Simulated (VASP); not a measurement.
Wanted: the native input for a VASP 6.6.1 run.

```
Task                   : single point
Functional             : PBE
Potentials or basis    : VASP PAW PBE potentials, release 64 (Si, C)
Cutoff                 : 520 eV
k mesh                 : 6 × 6 × 6
Occupations            : gaussian, width 0.05 eV
Spin                   : no spin polarisation
Dipole correction      : no
Further INCAR settings : ALGO = Normal; EDIFF = 1e-06; NBANDS = 26
```

The structure of SiC lies in POSCAR:

```
SiC
1.0
    4.3797281854      0.0000000000      0.0000000000
    0.0000000000     -4.3797281854      0.0000000000
    0.0000000000      0.0000000000     -4.3797281854
Si C
4 4
Direct
    0.0000000000      0.0000000000      0.0000000000
    0.5000000000      0.5000000000      0.0000000000
    0.5000000000      0.0000000000      0.5000000000
    0.0000000000      0.5000000000      0.5000000000
    0.7500000000      0.7500000000      0.7180345460
    0.2500000000      0.2500000000      0.7500000000
    0.2500000000      0.7500000000      0.2500000000
    0.7500000000      0.2500000000      0.2500000000
```

This cell differs from its parent crystal: atom 5 (C) moved +0.140 Å along Cartesian [0 0 1].

These files were run (other wordings do the same):

INCAR

```
SYSTEM = SiC
  ALGO = Normal
  EDIFF = 1E-6
  ENCUT = 520
  GGA = PE
  ISIF = 2
  ISMEAR = 0
  LASPH = .True.
  LCHARG = .True.
  LELF = .True.
  LREAL = .False.
  LVHAR = .True.
  LWAVE = .False.
  NBANDS = 26
  NELM = 80
  PREC = Accurate
  SIGMA = 0.05
```

KPOINTS

```
k-points
0
Gamma
  6 6 6
  0 0 0
```

Potentials or basis: VASP PAW PBE potentials, release 64 (Si, C).

Launch:

```console
$ cat potpaw_PBE.64/Si/POTCAR potpaw_PBE.64/C/POTCAR > POTCAR
$ mpirun -np 1 vasp_std > vasp.out
```

It gave:

```
Pressure               : 0.7 GPa
Largest force          : 3.099 eV/Å
Band gap on the k mesh : 1.20 eV
```

Caveat: the cell differs from its parent crystal (atom 5 (C) moved +0.140 Å along Cartesian [0 0 1]); forces of over 1 eV/Å act on the atoms, so gaps and moduli don't describe the material at rest.

Wall time 89 s on 1 thread of Intel(R) Xeon(R) Platinum 8488C (Sapphire Rapids), on a shared host, peak memory 0.24 GiB.
